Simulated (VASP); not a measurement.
# BN (ke600) (P6_3mc) in VASP: a series of runs

The runs below take BN (ke600) through single point, with LDA.

All numbers are computed with VASP 6.6.1; they aren't measurements. Logs are shortened: lines on timing, memory, paths and dates and some standing lists are left out, and cuts for length are marked.

## 1. The cell of the first run

The structure is hexagonal, space group P6_3mc (No. 186). The conventional cell has a = 2.522 Å, b = 2.522 Å, c = 4.174 Å, α = 90.00°, β = 90.00°, γ = 120.00°. B (site symmetry 3m) has 4 N at 1.55 to 1.56 Å within 2.1 Å. Within 2.1 Å of N (site symmetry 3m) lie 4 B at 1.55 to 1.56 Å.

## 2. Single point, LDA

Input file INCAR:

```
PREC = Accurate
ENCUT = 910
EDIFF = 1E-6
ISMEAR = 0
SIGMA = 0.1
LREAL = F
LASPH = T
NELM = 120
ALGO = Normal
ISIF = 2
LWAVE = F
LCHARG = F
GGA = CA
NBANDS = 16
GGA_COMPAT = F
```

Input file KPOINTS:

```
regular mesh
0
Gamma
  9 9 6
```

Input file POSCAR:

```
BN
1.0
    2.5218352337      0.0000000000      0.0000000000
   -1.2609176169      2.1839733766      0.0000000000
    0.0000000000      0.0000000000      4.1741646933
B N
2 2
Direct
    0.6666666667      0.3333333333      0.9996937311
    0.3333333333      0.6666666667      0.4996937311
    0.6666666667      0.3333333333      0.6253062689
    0.3333333333      0.6666666667      0.1253062689
```

Potentials or basis: VASP PAW LDA potentials, release 64 (B_h, N_h).

Run with:

```bash
cat potpaw_LDA.64/B_h/POTCAR potpaw_LDA.64/N_h/POTCAR > POTCAR
mpirun -np 1 vasp_std > vasp.out
```

OUTCAR:

```text
PREC = Accurate
   ENCUT = 910
   EDIFF = 1E-6
   ISMEAR = 0
   LREAL = F
   LASPH = T
   NELM = 120
   ISIF = 2
   GGA = CA

 ion  position               nearest neighbor table
   1  0.667  0.333  1.000-
   2  0.333  0.667  0.500-
   3  0.667  0.333  0.625-
   4  0.333  0.667  0.125-

  LATTYP: Found a hexagonal cell.
 ALAT       =     2.5218352337
 C/A-ratio  =     1.6552091261

  Lattice vectors:

 A1 = (   2.5218352337,   0.0000000000,   0.0000000000)
 A2 = (  -1.2609176169,   2.1839733766,   0.0000000000)
 A3 = (   0.0000000000,   0.0000000000,   4.1741646933)

Analysis of symmetry for initial positions (statically):
=====================================================================
 Subroutine PRICEL returns:
 Original cell was already a primitive cell.

 Routine SETGRP: Setting up the symmetry group for a
 hexagonal supercell.

 Subroutine GETGRP returns: Found 12 space group operations
 (whereof  6 operations were pure point group operations)
 out of a pool of 24 trial point group operations.

The static configuration has the point symmetry C_3v.
 The point group associated with its full space group is C_6v.

Analysis of symmetry for dynamics (positions and initial velocities):
=====================================================================
 Subroutine PRICEL returns:
 Original cell was already a primitive cell.

 Routine SETGRP: Setting up the symmetry group for a
 hexagonal supercell.

 Subroutine GETGRP returns: Found 12 space group operations
 (whereof  6 operations were pure point group operations)
 out of a pool of 24 trial point group operations.

The dynamic configuration has the point symmetry C_3v.
 The point group associated with its full space group is C_6v.

 Subroutine INISYM returns: Found 12 space group operations
 (whereof  6 operations are pure point group operations),
 and found     1 'primitive' translations

----------------------------------------------------------------------------------------

                                     Primitive cell

  volume of cell :      22.9897

  direct lattice vectors                    reciprocal lattice vectors
     2.521835234  0.000000000  0.000000000     0.396536612  0.228940520  0.000000000
    -1.260917617  2.183973377  0.000000000     0.000000000  0.457881040  0.000000000
     0.000000000  0.000000000  4.174164693     0.000000000  0.000000000  0.239568889
[... 84 lines left out ...]
   LSORBIT =      F    spin-orbit coupling
   LASPH  =      T    aspherical Exc in radial PAW
   ENCUT  =  910.0 eV  66.88 Ry    8.18 a.u.   6.20  6.20 10.27*2*pi/ulx,y,z
   NELM   =    120;   NELMIN=  2; NELMDL= -5     # of ELM steps
   EDIFF  = 0.1E-05   stopping-criterion for ELM
   LREAL  =      F    real-space projection
   EDIFFG = 0.1E-04   stopping-criterion for IOM
   NSW    =      0    number of steps for IOM
   IBRION =     -1    ionic relax: 0-MD 1-quasi-New 2-CG
   NFREE  =      0    steps in history (QN), initial steepest desc. (CG)
   ISIF   =      2    stress and relaxation
   ISYM   =      2    0-nonsym 1-usesym 2-fastsym
   POTIM  = 0.5000    time-step for ionic-motion
   TEBEG  =    0.0;   TEEND  =   0.0 temperature during run
   PSTRESS=    0.0 pullay stress
   NELECT =      16.0000    total number of electrons
   NUPDOWN=      -1.0000    fix difference up-down
   EMIN   =  10.00;   EMAX   =-10.00  energy-range for DOS
   EFERMI =   0.00;   METHOD = LEGACY
   ISMEAR =     0;   SIGMA  =   0.10  broadening in eV -4-tet -1-fermi 0-gaus
   EFERMI_NEDOS =   21; number of points for ismear=-14 and -15
   IALGO  =     38    algorithm
   IMIX   =      4    mixing-type and parameters
     AMIX     =   0.40;   BMIX     =  1.00
     AMIX_MAG =   1.60;   BMIX_MAG =  1.00
  volume/ion in A,a.u.               =       5.75        38.79
  Fermi-wavevector in a.u.,A,eV,Ry     =   1.450787  2.741590 28.637305  2.104783
  Thomas-Fermi vector in A             =   2.568359
   LORBIT       =      0    0 simple, 1 ext, 2 COOP (PROOUT), +10 PAW based schemes
   GGA     = CA    functional components
   LHFCALC =     F    Hartree Fock is set to
   AEXX    =    0.0000 exact exchange contribution
   IVDW    =     0    specifies the selected vdW correction
   LEPSILON=     F    determine dielectric tensor
   LRPA    =     F    only Hartree local field effects (RPA)
 non-spin polarized calculation
 Gauss-broadening in eV      SIGMA  =   0.10
  energy-cutoff  :      910.00
  volume of cell :       22.99
 maximum number of plane-waves:      1472
 NGX is ok and might be reduce to    28
   NGX = 13   NGY = 13   NGZ = 21

 number of electron      16.0000000 magnetization

 Free energy of the ion-electron system (eV)
  ---------------------------------------------------
  ext. energy  EPLUGINS =         0.00000000
  ---------------------------------------------------
  free energy    TOTEN  =       -38.76650957 eV

  energy without entropy =      -38.76650957  energy(sigma->0) =      -38.76650957

 E-fermi :   9.8707     XC(G=0): -13.3928

 val. band max:        9.4044053991   @ k =   0.0000   0.0000   0.0000
 cond. band min:      14.3080090082   @ k =   0.3333   0.3333   0.0000
 fundamental gap:      4.9036036092
 Fermi energy:         9.8706594908

 k-point     1 :       0.0000    0.0000    0.0000
  band No.  band energies     occupation
      1     -11.1666      2.00000
      2      -6.8253      2.00000
      3      -1.8136      2.00000
      4       7.2152      2.00000
      5       7.2152      2.00000
      6       9.1059      2.00000
[... 433 lines left out ...]
      3      -0.0102      2.00000
      4       1.4862      2.00000
      5       1.4862      2.00000
      6       3.3320      2.00000
[... 8 lines left out ...]
     15      25.7615      0.00000
     16      25.7615      0.00000

 [... further k-points ...]
[... 5 lines left out ...]
  --------------------------------------------------------------------------------------
  -------------------------------------------------------------------------------------
  Total        0.1548938      0.1548938      0.1102675     -0.0000000      0.0000000      0.0000000
  in kB       10.7947121     10.7947121      7.6846603     -0.0000000      0.0000000      0.0000000
  external PRESSURE =       9.7580281 kB  Pullay stress =       0.0000000 kB

 VOLUME and BASIS-vectors are now :
 -----------------------------------------------------------------------------
  energy-cutoff  :      910.00
  volume of cell :       22.99
      direct lattice vectors                 reciprocal lattice vectors
     2.521835234  0.000000000  0.000000000     0.396536612  0.228940520  0.000000000
    -1.260917617  2.183973377  0.000000000     0.000000000  0.457881040  0.000000000
     0.000000000  0.000000000  4.174164693     0.000000000  0.000000000  0.239568889

 POSITION                                       TOTAL-FORCE (eV/Angst)
 -----------------------------------------------------------------------------------
      1.26092      0.72799      4.17289        -0.000000      0.000000     -0.002486
     -0.00000      1.45598      2.08580        -0.000000     -0.000000     -0.002486
      1.26092      0.72799      2.61013        -0.000000      0.000000      0.002486
     -0.00000      1.45598      0.52305         0.000000     -0.000000      0.002486
 -----------------------------------------------------------------------------------
    total drift:                                0.000000     -0.000000      0.000890

  FREE ENERGIE OF THE ION-ELECTRON SYSTEM (eV)
  ---------------------------------------------------
  free  energy   TOTEN  =       -38.7665095694 eV

  energy  without entropy=      -38.7665095694  energy(sigma->0) =      -38.76650957
```

OSZICAR:

```text
N       E                     dE             d eps       ncg     rms          rms(c)
DAV:   1     0.554021132285E+02    0.55402E+02   -0.11823E+04  1536   0.152E+03
DAV:   2    -0.360946661875E+02   -0.91497E+02   -0.82433E+02  2304   0.251E+02
DAV:   3    -0.409936483747E+02   -0.48990E+01   -0.48689E+01  2000   0.539E+01
DAV:   4    -0.410221982076E+02   -0.28550E-01   -0.28545E-01  1744   0.473E+00
DAV:   5    -0.410223949361E+02   -0.19673E-03   -0.19673E-03  1936   0.383E-01    0.882E+00
DAV:   6    -0.390173356295E+02    0.20051E+01   -0.23934E+00  1880   0.136E+01    0.332E+00
DAV:   7    -0.388254946908E+02    0.19184E+00   -0.43410E-01  2016   0.505E+00    0.176E+00
DAV:   8    -0.387681762135E+02    0.57318E-01   -0.70683E-02  1936   0.206E+00    0.272E-01
DAV:   9    -0.387666747421E+02    0.15015E-02   -0.52430E-03  1848   0.702E-01    0.136E-01
DAV:  10    -0.387665102183E+02    0.16452E-03   -0.57580E-04  1712   0.252E-01    0.219E-02
DAV:  11    -0.387665101848E+02    0.33508E-07   -0.72263E-05  2008   0.730E-02    0.850E-03
DAV:  12    -0.387665095694E+02    0.61545E-06   -0.46703E-06  1752   0.208E-02
   1 F= -.38766510E+02 E0= -.38766510E+02  d E =-.840541E-13
```

It took 16 s on 1 thread of Intel Xeon 6975P-C (Granite Rapids), shared host; peak memory 0.16 GiB.

Results:

```
Free energy            : -38.7665 eV
Pressure               : 1.0 GPa
Band gap on the k mesh : 4.90 eV, indirect (least direct gap 8.29 eV)
```

Forces in eV/Å, atoms in the order of the input:
```
B    0.000  0.000 -0.002
B    0.000  0.000 -0.002
N    0.000  0.000  0.002
N    0.000  0.000  0.002
```

Levels at points of the mesh, in eV from the valence-band top:
```csv
k point,band 4,band 5,band 6,band 7,band 8,band 9,band 10,band 11,band 12,band 13
"(0.00, 0.00, 0.00)",-2.19,-2.19,-0.30,0.00,0.00,8.35,8.35,8.63,9.95,11.25
"(0.00, 0.00, 0.50)",-5.82,-1.21,-1.21,-1.21,-1.21,9.72,9.72,9.95,9.95,9.95
```

Caveat: the cutoff is under 1.25 times the usual one of these potentials, so pressure, stress and relaxed cells hold a basis-set (Pulay) error. A k mesh can miss the band edges.

## 3. Single point, LDA

This run uses another cell than the first one, of 5.97 Å³/atom, 1.039 times its volume.

Input file INCAR:

```
ALGO = Normal
EDIFF = 1E-6
ENCUT = 910
GGA_COMPAT = False
ISIF = 2
ISMEAR = 0
LASPH = True
LCHARG = False
LREAL = False
LWAVE = False
NBANDS = 16
NELM = 120
PREC = Accurate
SIGMA = 0.1
```

Input file KPOINTS:

```
k-points
0
Gamma
  9 9 4
```

Input file POSCAR:

```
BN
1.0
    2.5539396000      0.0000000000      0.0000000000
   -1.2769698000      2.2117765700      0.0000000000
    0.0000000000      0.0000000000      4.2268550000
B N
2 2
Direct
    0.6666666700      0.3333333300      0.9997240000
    0.3333333300      0.6666666700      0.4997240000
    0.6666666700      0.3333333300      0.6252760000
    0.3333333300      0.6666666700      0.1252760000
```

Potentials or basis: VASP PAW LDA potentials, release 64 (B_h, N_h).

Run with:

```bash
cat potpaw_LDA.64/B_h/POTCAR potpaw_LDA.64/N_h/POTCAR > POTCAR
mpirun -np 1 vasp_std > vasp.out
```

OUTCAR:

```text
EDIFF = 1E-6
   ENCUT = 910
   ISIF = 2
   ISMEAR = 0
   LASPH = True
   LREAL = False
   NELM = 120
   PREC = Accurate

 ion  position               nearest neighbor table
   1  0.667  0.333  1.000-
   2  0.333  0.667  0.500-
   3  0.667  0.333  0.625-
   4  0.333  0.667  0.125-

  LATTYP: Found a hexagonal cell.
 ALAT       =     2.5539396000
 C/A-ratio  =     1.6550332670

  Lattice vectors:
[... 652 lines left out ...]

  FORCE on cell =-STRESS in cart. coord.  units (eV):
  Direction    XX          YY          ZZ          XY          YZ          ZX
  --------------------------------------------------------------------------------------
  -------------------------------------------------------------------------------------
  Total       -1.9716857     -1.9716857     -2.0336433      0.0000000     -0.0000000      0.0000000
  in kB     -132.3058509   -132.3058505   -136.4633813      0.0000000     -0.0000000      0.0000000
  external PRESSURE =    -133.6916942 kB  Pullay stress =       0.0000000 kB

 VOLUME and BASIS-vectors are now :
 -----------------------------------------------------------------------------
  energy-cutoff  :      910.00
  volume of cell :       23.88
      direct lattice vectors                 reciprocal lattice vectors
     2.553939600  0.000000000  0.000000000     0.391551938  0.226062617  0.000000000
    -1.276969800  2.211776570  0.000000000     0.000000000  0.452125234  0.000000000
     0.000000000  0.000000000  4.226855000     0.000000000  0.000000000  0.236582518

 POSITION                                       TOTAL-FORCE (eV/Angst)
 -----------------------------------------------------------------------------------
      1.27697      0.73726      4.22569        -0.000000     -0.000000      0.021570
     -0.00000      1.47452      2.11226         0.000000      0.000000      0.021570
      1.27697      0.73726      2.64295         0.000000     -0.000000     -0.021570
     -0.00000      1.47452      0.52952        -0.000000      0.000000     -0.021570
 -----------------------------------------------------------------------------------
    total drift:                                0.000002     -0.000001      0.000599

  FREE ENERGIE OF THE ION-ELECTRON SYSTEM (eV)
  ---------------------------------------------------
  free  energy   TOTEN  =       -38.7343590066 eV

  energy  without entropy=      -38.7343590066  energy(sigma->0) =      -38.73435901
```

OSZICAR:

```text
N       E                     dE             d eps       ncg     rms          rms(c)
DAV:   1     0.570431838051E+02    0.57043E+02   -0.11726E+04  1152   0.151E+03
DAV:   2    -0.356121058596E+02   -0.92655E+02   -0.83040E+02  1648   0.251E+02
DAV:   3    -0.408277027463E+02   -0.52156E+01   -0.51845E+01  1480   0.557E+01
DAV:   4    -0.408613713300E+02   -0.33669E-01   -0.33655E-01  1376   0.502E+00
DAV:   5    -0.408616232275E+02   -0.25190E-03   -0.25189E-03  1408   0.424E-01    0.857E+00
DAV:   6    -0.389579035163E+02    0.19037E+01   -0.23375E+00  1392   0.134E+01    0.321E+00
DAV:   7    -0.387915209257E+02    0.16638E+00   -0.40652E-01  1512   0.488E+00    0.175E+00
DAV:   8    -0.387361342781E+02    0.55387E-01   -0.70691E-02  1448   0.203E+00    0.276E-01
DAV:   9    -0.387345106598E+02    0.16236E-02   -0.51964E-03  1376   0.698E-01    0.134E-01
DAV:  10    -0.387343591207E+02    0.15154E-03   -0.59192E-04  1240   0.253E-01    0.212E-02
DAV:  11    -0.387343595723E+02   -0.45164E-06   -0.69621E-05  1520   0.712E-02    0.834E-03
DAV:  12    -0.387343590066E+02    0.56570E-06   -0.47451E-06  1288   0.206E-02
   1 F= -.38734359E+02 E0= -.38734359E+02  d E =-.762312E-14
```

It took 46 s on 1 thread of AMD EPYC 7R43 (Zen 3), shared host; peak memory 0.12 GiB.

What came out:

```
Free energy            : -38.7344 eV
Pressure               : -13.4 GPa
Largest force          : 0.022 eV/Å
Band gap on the k mesh : 4.97 eV, indirect (least direct gap 8.10 eV)
```

Forces on the atoms (eV/Å):
```
B    0.000  0.000  0.022
B    0.000  0.000  0.022
N    0.000  0.000 -0.022
N    0.000  0.000 -0.022
```

Levels at points of the mesh, in eV from the valence-band top:
| k point | band 5 | band 6 | band 7 | band 8 | band 9 | band 10 | band 11 | band 12 |
| --- | --- | --- | --- | --- | --- | --- | --- | --- |
| (0.00, 0.00, 0.00) | -2.11 | -0.28 | 0.00 | 0.00 | 8.20 | 8.20 | 8.42 | 9.48 |
| (0.00, 0.00, 0.50) | -1.17 | -1.17 | -1.17 | -1.17 | 9.37 | 9.37 | 9.74 | 9.74 |

Caveat: the cutoff is under 1.25 times the usual one of these potentials, so pressure, stress and relaxed cells hold a basis-set (Pulay) error. As with any semilocal functional, this LDA gap is likely too small.

## 4. Single point, LDA

Input file INCAR:

```
  PREC = Accurate
  ENCUT = 910
  EDIFF = 1E-6
  ISMEAR = 0
  SIGMA = 0.02
  LREAL = False
  LASPH = True
  NELM = 120
  ALGO = Normal
  ISIF = 2
  LWAVE = False
  LCHARG = False
  GGA = CA
  NBANDS = 16
  GGA_COMPAT = False
```

Input file KPOINTS:

```
Automatic mesh
0
Gamma
  12 12 6
```

Input file POSCAR:

```
BN
1.0
    2.5227811272      0.0000000000      0.0000000000
   -1.2613905636      2.1847925443      0.0000000000
    0.0000000000      0.0000000000      4.1744585341
B N
2 2
Direct
    0.6666666667      0.3333333333      0.9997126114
    0.3333333333      0.6666666667      0.4997126114
    0.6666666667      0.3333333333      0.6252873886
    0.3333333333      0.6666666667      0.1252873886
```

Run with:

```bash
cat potpaw_LDA.64/B_h/POTCAR potpaw_LDA.64/N_h/POTCAR > POTCAR
mpirun -np 1 vasp_std > vasp.out
```

Wall time 46 s (1 thread of AMD EPYC 9R45 (Zen 5), shared host); peak memory 0.15 GiB.

Results (log left out):

- Free energy: -38.7668 eV
- Pressure: 0.6 GPa
- Largest force: 0.005 eV/Å
- Band gap on the k mesh: 4.91 eV, indirect (least direct gap 8.28 eV)

Forces on the atoms (eV/Å):
```
B    0.000  0.000 -0.005
B    0.000  0.000 -0.005
N    0.000  0.000  0.005
N    0.000  0.000  0.005
```

Levels at points of the mesh, in eV from the valence-band top:
```
           k point  band 6  band 7  band 8  band 9  band 10  band 11
(0.00, 0.00, 0.00)   -0.29    0.00    0.00    8.35     8.35     8.63
(0.50, 0.00, 0.00)   -5.14   -4.60   -2.18    6.72     7.89    10.61
(0.00, 0.00, 0.50)   -1.21   -1.21   -1.21    9.71     9.71     9.94
(0.50, 0.00, 0.50)   -3.89   -3.67   -3.67    6.59     6.59    10.15
```

Caveat: the cutoff is under 1.25 times the usual one of these potentials, so pressure, stress and relaxed cells hold a basis-set (Pulay) error. A k mesh can miss the band edges.

## 5. Overview

| cell | k mesh | smearing | gap on the mesh (eV) | pressure (GPa) | largest force (eV/Å) |
| --- | --- | --- | --- | --- | --- |
| a = 2.522, b = 2.522, c = 4.174 Å, angles 90.0, 90.0, 120.0°, 4 atoms | 9 × 9 × 6 | gaussian 0.1 eV | 4.90 | 1.0 | - |
| a = 2.554, b = 2.554, c = 4.227 Å, angles 90.0, 90.0, 120.0°, 4 atoms | 9 × 9 × 4 | gaussian 0.1 eV | 4.97 | -13.4 | 0.02 |
| a = 2.523, b = 2.523, c = 4.174 Å, angles 90.0, 90.0, 120.0°, 4 atoms | 12 × 12 × 6 | gaussian 0.02 eV | 4.91 | 0.6 | 0.01 |

Alike in all rows: task single point; level LDA; potentials or basis VASP PAW LDA potentials, release 64 (B_h, N_h); no spin polarisation; cutoff (eV) 910.

Caveats: the cutoff is under 1.25 times the usual one of these potentials, so pressure, stress and relaxed cells hold a basis-set (Pulay) error.

Absolute energies hang on the potentials; compare differences alone.
